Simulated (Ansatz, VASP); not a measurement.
Pt: VASP beside Ansatz

```
Pt
1.0
     2.73951    0.00000    0.00000
    -1.36975    2.37248    0.00000
     0.00000    0.00000    9.24640
Pt
4
Direct
  0.00000 0.00000 0.00000
  0.00000 0.00000 0.50000
  0.33333 0.66667 0.75000
  0.66667 0.33333 0.25000
```

Alike in both runs: functional PBEsol; k mesh 6 × 6 × 2; occupations gaussian, width 0.1 eV; no spin polarisation.

Ansatz relaxed the structure, and its values are those at the end. VASP's run is a single point on that final structure, the one shown.

|  | VASP | Ansatz |
| --- | --- | --- |
| version | VASP 6.6.1 | Ansatz 0.2.0 |
| potentials or method | VASP PAW PBE potentials, release 64 (Pt), cutoff 520 eV | scalar-relativistic, plane waves, PAW |
| valence electrons in the cell | 40 | 72 |

|  | VASP | Ansatz | Ansatz less VASP |
| --- | --- | --- | --- |
| gap on the k mesh at the Fermi level (eV) | none | none | - |
| pressure (GPa) | -0.3 | 0.1 | +0.40 |

VASP's potentials were made for PBE, not for PBEsol. A gap of «none» marks a metal or a gap that the smearing closes. The functional is the same, so the differences come from potentials, cutoffs and numerics. VASP's potentials hold 40 valence electrons a cell and Ansatz's 72, so a difference there can come from the potentials and not from the codes.

The k mesh is coarse, so the values compare programs but aren't converged. Neither program's run includes spin-orbit coupling.
